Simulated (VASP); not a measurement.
# Ti (Fm-3m) in VASP: further runs

The runs below take Ti through single point, relaxation of cell and atoms, with PBEsol.

All numbers are computed with VASP 6.6.1; they aren't measurements. Logs are shortened: lines on timing, memory, paths and dates and some standing lists are left out, and cuts for length are marked.

## 1. The cell of the first run

It takes space group Fm-3m (No. 225, cubic). The conventional cell has a = 4.061 Å, b = 4.061 Å, c = 4.061 Å, α = 90.00°, β = 90.00°, γ = 90.00°. Ti (site symmetry m-3m) has 12 Ti at 2.87 Å within 3.8 Å.

This isn't the form of Ti at room conditions, which is hcp.

## 2. Single point, PBEsol

Contents of INCAR:

```
PREC = Accurate ; ENCUT = 520
EDIFF = 1E-6 ; ISMEAR = -1
SIGMA = 0.1 ; LREAL = False
LASPH = True ; NELM = 60
ALGO = Normal ; ISIF = 2
LWAVE = False ; LCHARG = False
GGA = PS ; NBANDS = 12
```

Contents of KPOINTS:

```
Automatic mesh
0
Gamma
  9 9 9
```

Contents of POSCAR:

```
Ti
1.0
    0.0000000000      2.0302963705      2.0302963705
    2.0302963705      0.0000000000      2.0302963705
    2.0302963705      2.0302963705      0.0000000000
Ti
1
Direct
    0.0000000000      0.0000000000      0.0000000000
```

Potentials or basis: VASP PAW PBE potentials, release 64 (Ti_sv).

Run with:

```bash
$ cat potpaw_PBE.64/Ti_sv/POTCAR > POTCAR
$ mpirun -np 1 vasp_std > vasp.out
```

OUTCAR:

```text
PREC = Accurate
   ENCUT = 520
   EDIFF = 1E-6
   ISMEAR = -1
   LREAL = False
   LASPH = True
   NELM = 60
   ISIF = 2
   GGA = PS

 ion  position               nearest neighbor table
   1  0.000  0.000  0.000-

  LATTYP: Found a face centered cubic cell.
 ALAT       =     4.0605927410

  Lattice vectors:

 A1 = (   0.0000000000,   2.0302963705,   2.0302963705)
 A2 = (   2.0302963705,   0.0000000000,   2.0302963705)
 A3 = (   2.0302963705,   2.0302963705,   0.0000000000)

Analysis of symmetry for initial positions (statically):
=====================================================================
 Subroutine PRICEL returns:
 Original cell was already a primitive cell.

 Routine SETGRP: Setting up the symmetry group for a
 face centered cubic supercell.

 Subroutine GETGRP returns: Found 48 space group operations
 (whereof 48 operations were pure point group operations)
 out of a pool of 48 trial point group operations.

The static configuration has the point symmetry O_h .

Analysis of symmetry for dynamics (positions and initial velocities):
=====================================================================
 Subroutine PRICEL returns:
 Original cell was already a primitive cell.

 Routine SETGRP: Setting up the symmetry group for a
 face centered cubic supercell.

 Subroutine GETGRP returns: Found 48 space group operations
 (whereof 48 operations were pure point group operations)
 out of a pool of 48 trial point group operations.

The dynamic configuration has the point symmetry O_h .

 Subroutine INISYM returns: Found 48 space group operations
 (whereof 48 operations are pure point group operations),
 and found     1 'primitive' translations

----------------------------------------------------------------------------------------

                                     Primitive cell

  volume of cell :      16.7382

  direct lattice vectors                    reciprocal lattice vectors
     0.000000000  2.030296370  2.030296370    -0.246269465  0.246269465  0.246269465
     2.030296370  0.000000000  2.030296370     0.246269465 -0.246269465  0.246269465
     2.030296370  2.030296370  0.000000000     0.246269465  0.246269465 -0.246269465

  length of vectors
     2.871272663  2.871272663  2.871272663     0.426551225  0.426551225  0.426551225

  position of ions in fractional coordinates (direct lattice)
     0.000000000  0.000000000  0.000000000

  ion indices of the primitive-cell ions
   primitive index   ion index
                 1           1

----------------------------------------------------------------------------------------

 KPOINTS: Automatic mesh

Automatic generation of k-mesh.
 Grid dimensions read from file:
 generate k-points for:    9    9    9

 Generating k-lattice:

  Cartesian coordinates                     Fractional coordinates (reciprocal lattice)
    -0.027363274  0.027363274  0.027363274     0.111111111  0.000000000  0.000000000
     0.027363274 -0.027363274  0.027363274     0.000000000  0.111111111  0.000000000
     0.027363274  0.027363274 -0.027363274     0.000000000  0.000000000  0.111111111

  Length of vectors
     0.047394581  0.047394581  0.047394581

  Shift w.r.t. Gamma in fractional coordinates (k-lattice)
     0.000000000  0.000000000  0.000000000

 Subroutine IBZKPT returns following result:
 ===========================================

 Found     35 irreducible k-points:

 Following reciprocal coordinates:
            Coordinates               Weight
  0.000000  0.000000  0.000000      1.000000
  0.111111  0.000000  0.000000      8.000000
  0.222222  0.000000  0.000000      8.000000
  0.333333  0.000000  0.000000      8.000000
  0.444444  0.000000  0.000000      8.000000
  0.111111  0.111111  0.000000      6.000000
[... 16 lines left out ...]
 -0.333333  0.333333  0.000000     12.000000
  0.444444  0.444444  0.000000      6.000000
 [... further k-points ...]
   k-points           NKPTS =     35   k-points in BZ     NKDIM =     35   number of bands    NBANDS=     12
   number of dos      NEDOS =    301   number of ions     NIONS =      1
   total plane-waves  NPLWV =  13824
   dimension x,y,z NGX =    24 NGY =   24 NGZ =   24
   dimension x,y,z NGXF=    48 NGYF=   48 NGZF=   48
   ions per type =               1
   NGX,Y,Z   is equivalent  to a cutoff of  13.90, 13.90, 13.90 a.u.
   NGXF,Y,Z  is equivalent  to a cutoff of  27.79, 27.79, 27.79 a.u.
 SYSTEM =  unknown system
   PREC   = accura    normal or accurate (medium, high low for compatibility)
   ISTART =      0    job   : 0-new  1-cont  2-samecut
   ICHARG =      2    charge: 1-file 2-atom 10-const
   ISPIN  =      1    spin polarized calculation?
   LNONCOLLINEAR =      F non collinear calculations
   LSORBIT =      F    spin-orbit coupling
   LASPH  =      T    aspherical Exc in radial PAW
   ENCUT  =  520.0 eV  38.22 Ry    6.18 a.u.   5.34  5.34  5.34*2*pi/ulx,y,z
   NELM   =     60;   NELMIN=  2; NELMDL= -5     # of ELM steps
   EDIFF  = 0.1E-05   stopping-criterion for ELM
   LREAL  =      F    real-space projection
   EDIFFG = 0.1E-04   stopping-criterion for IOM
   NSW    =      0    number of steps for IOM
   IBRION =     -1    ionic relax: 0-MD 1-quasi-New 2-CG
   NFREE  =      0    steps in history (QN), initial steepest desc. (CG)
   ISIF   =      2    stress and relaxation
   ISYM   =      2    0-nonsym 1-usesym 2-fastsym
   POTIM  = 0.5000    time-step for ionic-motion
   TEBEG  =    0.0;   TEEND  =   0.0 temperature during run
   PSTRESS=    0.0 pullay stress
   NELECT =      12.0000    total number of electrons
   NUPDOWN=      -1.0000    fix difference up-down
   EMIN   =  10.00;   EMAX   =-10.00  energy-range for DOS
   EFERMI =   0.00;   METHOD = LEGACY
   ISMEAR =    -1;   SIGMA  =   0.10  broadening in eV -4-tet -1-fermi 0-gaus
   EFERMI_NEDOS =   21; number of points for ismear=-14 and -15
   IALGO  =     38    algorithm
   IMIX   =      4    mixing-type and parameters
     AMIX     =   0.40;   BMIX     =  1.00
     AMIX_MAG =   1.60;   BMIX_MAG =  1.00
  volume/ion in A,a.u.               =      16.74       112.95
  Fermi-wavevector in a.u.,A,eV,Ry     =   1.465208  2.768841 29.209438  2.146833
  Thomas-Fermi vector in A             =   2.581092
   LORBIT       =      0    0 simple, 1 ext, 2 COOP (PROOUT), +10 PAW based schemes
   GGA     = PS    functional components
   LHFCALC =     F    Hartree Fock is set to
   AEXX    =    0.0000 exact exchange contribution
   IVDW    =     0    specifies the selected vdW correction
   LEPSILON=     F    determine dielectric tensor
   LRPA    =     F    only Hartree local field effects (RPA)
 non-spin polarized calculation
  energy-cutoff  :      520.00
  volume of cell :       16.74
 maximum number of plane-waves:       465
 NGX is ok and might be reduce to    24
   NGX = 11   NGY = 11   NGZ = 11

 number of electron      12.0000002 magnetization

 Free energy of the ion-electron system (eV)
  ---------------------------------------------------
  ext. energy  EPLUGINS =         0.00000000
  ---------------------------------------------------
  free energy    TOTEN  =        -8.30947430 eV

  energy without entropy =       -8.25339431  energy(sigma->0) =       -8.28143431

 E-fermi :   8.4971     XC(G=0): -11.8140

 val. band max:        8.4888674625   @ k =  -0.3333   0.3333   0.1111
 cond. band min:       8.5073344960   @ k =   0.3333   0.0000   0.0000
 fundamental gap:      0.0184670335
 Fermi energy:         8.4971068992

 k-point     1 :       0.0000    0.0000    0.0000
  band No.  band energies     occupation
      1     -47.9272      2.00000
      2     -23.8350      2.00000
      3     -23.8350      2.00000
      4     -23.8350      2.00000
      5       2.3058      2.00000
      6       9.3883      0.00027
      7       9.3883      0.00027
      8       9.3883      0.00027
      9      11.0963      0.00000
     10      11.0963      0.00000
     11      23.9636      0.00000
     12      28.5772      0.00000

 k-point     2 :       0.1111    0.0000    0.0000
  band No.  band energies     occupation
      1     -47.9105      2.00000
      2     -23.9277      2.00000
      3     -23.8465      2.00000
      4     -23.8465      2.00000
      5       2.7139      2.00000
      6       9.1439      0.00310
      7       9.5267      0.00007
      8       9.5267      0.00007
      9      11.0135      0.00000
     10      11.0135      0.00000
     11      24.2447      0.00000
     12      26.2581      0.00000

 k-point     3 :       0.2222    0.0000    0.0000
  band No.  band energies     occupation
      1     -47.8679      2.00000
      2     -24.1584      2.00000
      3     -23.8755      2.00000
      4     -23.8755      2.00000
      5       3.8089      2.00000
      6       8.6589      0.33099
      7       9.6745      0.00002
      8       9.6745      0.00002
      9      11.0743      0.00000
     10      11.0743      0.00000
     11      22.5817      0.00000
     12      24.9133      0.00000

 k-point     4 :       0.3333    0.0000    0.0000
  band No.  band energies     occupation
      1     -47.8189      2.00000
      2     -24.4138      2.00000
      3     -23.9082      2.00000
      4     -23.9082      2.00000
      5       5.0977      2.00000
      6       8.5073      0.94891
      7       9.4881      0.00010
      8       9.4881      0.00010
      9      11.6280      0.00000
     10      11.6280      0.00000
     11      19.6106      0.00000
     12      24.0826      0.00000

 k-point     5 :       0.4444    0.0000    0.0000
  band No.  band energies     occupation
      1     -47.7868      2.00000
      2     -24.5771      2.00000
      3     -23.9294      2.00000
      4     -23.9294      2.00000
      5       5.7494      2.00000
      6       9.0660      0.00674
      7       9.2856      0.00075
      8       9.2856      0.00075
      9      12.1599      0.00000
     10      12.1599      0.00000
     11      17.4088      0.00000
     12      23.3264      0.00000
[... 228 lines left out ...]
      1     -47.7567      2.00000
      2     -24.4621      2.00000
      3     -24.1004      2.00000
      4     -24.0610      2.00000
      5       5.9980      2.00000
      6       7.0519      2.00000
      7       9.7770      0.00001
      8      11.4612      0.00000
      9      12.3229      0.00000
     10      12.6848      0.00000
     11      20.2993      0.00000
     12      21.2925      0.00000

 k-point    22 :      -0.4444    0.3333    0.0000
  band No.  band energies     occupation
      1     -47.7422      2.00000
      2     -24.4538      2.00000
      3     -24.2153      2.00000
      4     -24.0503      2.00000
      5       6.5237      2.00000
      6       7.1786      2.00000
      7       9.3210      0.00053
      8      11.1609      0.00000
      9      12.2683      0.00000
     10      14.8878      0.00000
     11      17.5066      0.00000
     12      20.0482      0.00000

 k-point    23 :      -0.3333    0.3333    0.0000
  band No.  band energies     occupation
      1     -47.7469      2.00000
      2     -24.3463      2.00000
      3     -24.3391      2.00000
      4     -24.0090      2.00000
      5       7.2276      1.99999
      6       7.3050      1.99999
      7       8.6627      0.32075
      8      10.7344      0.00000
      9      11.7774      0.00000
     10      15.3129      0.00000
     11      17.4283      0.00000
     12      19.4729      0.00000

 k-point    24 :       0.4444    0.4444    0.0000
  band No.  band energies     occupation
      1     -47.7413      2.00000
      2     -24.5270      2.00000
      3     -24.0942      2.00000
      4     -24.0942      2.00000
      5       5.7935      2.00000
      6       6.7406      2.00000
      7      11.1420      0.00000
      8      12.1863      0.00000
      9      12.3797      0.00000
     10      12.3797      0.00000
     11      19.9932      0.00000
     12      20.8745      0.00000

 [... further k-points ...]

------------------------ aborting loop because EDIFF is reached ----------------------------------------

  FORCE on cell =-STRESS in cart. coord.  units (eV):
  Direction    XX          YY          ZZ          XY          YZ          ZX
  --------------------------------------------------------------------------------------
  -------------------------------------------------------------------------------------
  Total       -0.0258639     -0.0258639     -0.0258639      0.0000000      0.0000000     -0.0000000
  in kB       -2.4756939     -2.4756939     -2.4756939      0.0000000      0.0000000     -0.0000000
  external PRESSURE =      -2.4756939 kB  Pullay stress =       0.0000000 kB

 VOLUME and BASIS-vectors are now :
 -----------------------------------------------------------------------------
  energy-cutoff  :      520.00
  volume of cell :       16.74
      direct lattice vectors                 reciprocal lattice vectors
     0.000000000  2.030296370  2.030296370    -0.246269465  0.246269465  0.246269465
     2.030296370  0.000000000  2.030296370     0.246269465 -0.246269465  0.246269465
     2.030296370  2.030296370  0.000000000     0.246269465  0.246269465 -0.246269465

 POSITION                                       TOTAL-FORCE (eV/Angst)
 -----------------------------------------------------------------------------------
      0.00000      0.00000      0.00000        -0.000000     -0.000000      0.000000
 -----------------------------------------------------------------------------------
    total drift:                                0.000000      0.000000     -0.000000

  FREE ENERGIE OF THE ION-ELECTRON SYSTEM (eV)
  ---------------------------------------------------
  free  energy   TOTEN  =        -8.3094743039 eV

  energy  without entropy=       -8.2533943096  energy(sigma->0) =       -8.28143431
```

Wall time 6.1 s (1 thread of Intel Xeon 6975P-C (Granite Rapids), shared host); peak memory 0.13 GiB.

What came out:

| Item | Value |
| --- | --- |
| Free energy | -8.3095 eV |
| Pressure | -0.2 GPa |
| Band gap on the k mesh | zero (bands 6 and 7 overlap by 1.33 eV) |

Levels at points of the mesh, in eV from the Fermi level:
| k point | band 2 | band 3 | band 4 | band 5 | band 6 | band 7 | band 8 | band 9 | band 10 | band 11 |
| --- | --- | --- | --- | --- | --- | --- | --- | --- | --- | --- |
| (0.00, 0.00, 0.00) | -32.33 | -32.33 | -32.33 | -6.19 | 0.89 | 0.89 | 0.89 | 2.60 | 2.60 | 15.47 |

Caveat: the PAW data sets were made with another functional, which shifts forces and pressure a little.

(Part 1 of 2 ends here.)
